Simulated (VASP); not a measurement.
Here is a VASP 6.6.1 calculation.

Contents of INCAR:

```
ALGO = Normal
DIPOL = 0.5 0.5 0.332
EDIFF = 1E-6
ENCUT = 520
GGA = PE
IDIPOL = 3
ISIF = 2
ISMEAR = 0
LASPH = T
LCHARG = T
LDIPOL = T
LELF = T
LREAL = F
LVACPOTAV = T
LVHAR = T
LWAVE = F
NBANDS = 67
NELM = 100
PREC = Accurate
SIGMA = 0.1
```

Contents of KPOINTS:

```
k-points
0
Gamma
  9 4 1
```

The input POSCAR:

```
Ti9Si
1.0
    2.8319727881      0.0000000000      0.0000000000
    0.0000000000      7.9316622551      0.0000000000
    0.0000000000      0.0000000000     19.9268841387
Ti Si
9 1
Direct
    0.0000000000      0.5000000000      0.2007338414
    0.5000000000      0.1666666667      0.2007338414
    0.5000000000      0.8333333333      0.2007338414
    0.0000000000      0.0000000000      0.3122110470
    0.5000000000      0.6684928840      0.3108725343
    0.5000000000      0.3315071160      0.3108725343
    0.0000000000      0.5000000000      0.4177589349
    0.5000000000      0.1666364345      0.4228902060
    0.5000000000      0.8333635655      0.4228902060
    1.0000000000      0.6666364345      0.5226054016
```

Potentials or basis: VASP PAW PBE potentials, release 64 (Ti_sv, Si).

Launch:

```bash
$ cat potpaw_PBE.64/Ti_sv/POTCAR potpaw_PBE.64/Si/POTCAR > POTCAR
$ mpirun -np 1 vasp_std > vasp.out
```

(1) What does it give for the largest force?

(2) Estimate the band gap on the k mesh.

Answers

(1) 1.076 eV/Å.

(2) zero (bands 56 and 57 overlap by 0.29 eV).
